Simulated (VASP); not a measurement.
Here is a VASP 6.6.1 calculation.

INCAR

```
  PREC = Accurate
  ENCUT = 520
  EDIFF = 1E-6
  ISMEAR = 0
  SIGMA = 0.05
  LREAL = F
  LASPH = T
  NELM = 60
  ALGO = Normal
  ISIF = 2
  LWAVE = F
  LCHARG = F
  GGA = RE
  NBANDS = 16
```

Contents of KPOINTS:

```
Automatic mesh
0
Gamma
  6 6 6
```

POSCAR

```
CdTe
1.0
    0.0000000000      3.0955987840      3.0955987840
    3.0955987840      0.0000000000      3.0955987840
    3.0955987840      3.0955987840      0.0000000000
Cd Te
1 1
Direct
    0.5000000000      0.5000000000      0.5000000000
    0.0000000000      0.0000000000      0.0000000000
```

Potentials or basis: VASP PAW PBE potentials, release 64 (Cd, Te).

The run is started by

```console
$ cat potpaw_PBE.64/Cd/POTCAR potpaw_PBE.64/Te/POTCAR > POTCAR
$ mpirun -np 1 vasp_std > vasp.out
```

Problem. Predict the pressure.

Solution. 0.2 GPa.

Problem. What does it give for the band gap on the k mesh?

Solution. Zero (band 9 reaches 3.69 eV, above the bottom of band 10 at 2.40 eV).

Caveat: the PAW data sets were made with another functional, which shifts forces and pressure a little; spin-orbit coupling is left out, which moves the levels of the heavy elements.
